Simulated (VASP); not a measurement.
A run of VASP 6.6.1 is set up as follows.

The input INCAR:

```
SYSTEM = TePb
ALGO     = Normal         ! electronic algorithm
EDIFF    = 1E-7           ! SCF threshold, eV
ENCUT    = 520            ! plane-wave cutoff, eV
GGA      = RP             ! functional
ISIF     = 2              ! what is computed and relaxed
ISMEAR   = -1             ! smearing method
LASPH    = .True.         ! aspherical terms in the spheres
LCHARG   = .False.        ! write CHGCAR
LREAL    = .False.        ! projectors in reciprocal space
LWAVE    = .False.        ! write WAVECAR
NBANDS   = 17             ! bands
NELM     = 80             ! most SCF steps
PREC     = Accurate       ! precision mode
SIGMA    = 0.05           ! smearing width, eV
```

Contents of KPOINTS:

```
k-points
0
Gamma
  7 7 7
  0 0 0
```

POSCAR

```
TePb
1.0
    0.0000000000      3.3276426454      3.3276426454
    3.3276426454      0.0000000000      3.3276426454
    3.3276426454      3.3276426454      0.0000000000
Pb Te
1 1
Direct
    0.0000000000      0.0000000000      0.0000000000
    0.5000000000      0.5000000000      0.5000000000
```

Potentials or basis: VASP PAW PBE potentials, release 64 (Pb_d, Te).

Run with:

```bash
$ cat potpaw_PBE.64/Pb_d/POTCAR potpaw_PBE.64/Te/POTCAR > POTCAR
$ mpirun -np 1 vasp_std > vasp.out
```

Q: Predict the pressure.

A: -0.1 GPa.

Caveat: the PAW data sets were made with another functional, which shifts forces and pressure a little.
